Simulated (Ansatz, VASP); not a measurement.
## W in VASP and in Ansatz

```xyz
1
Lattice="-1.5848 1.5848 1.5848 1.5848 -1.5848 1.5848 1.5848 1.5848 -1.5848" Properties=species:S:1:pos:R:3 pbc="T T T"
W     0.0000    0.0000    0.0000
```

Alike in both runs: task single point; functional r2SCAN; k mesh 14 × 14 × 14; no spin polarisation.

|  | VASP | Ansatz |
| --- | --- | --- |
| version | VASP 6.6.1 | Ansatz 0.2.0 |
| potentials or method | VASP PAW PBE potentials, release 64 (W_sv), cutoff 520 eV | plane waves (500 eV) with PAW, scalar-relativistic |
| occupations | methfessel-paxton of order 1, width 0.1 eV | cold, width 0.1 eV |
| valence electrons in the cell | 14 | 14 |

|  | VASP | Ansatz | Ansatz less VASP |
| --- | --- | --- | --- |
| pressure (GPa) | 1.4 | 0.2 | -1.15 |

VASP's potentials were made for PBE, not for r2SCAN.

Spin-orbit coupling is off throughout.
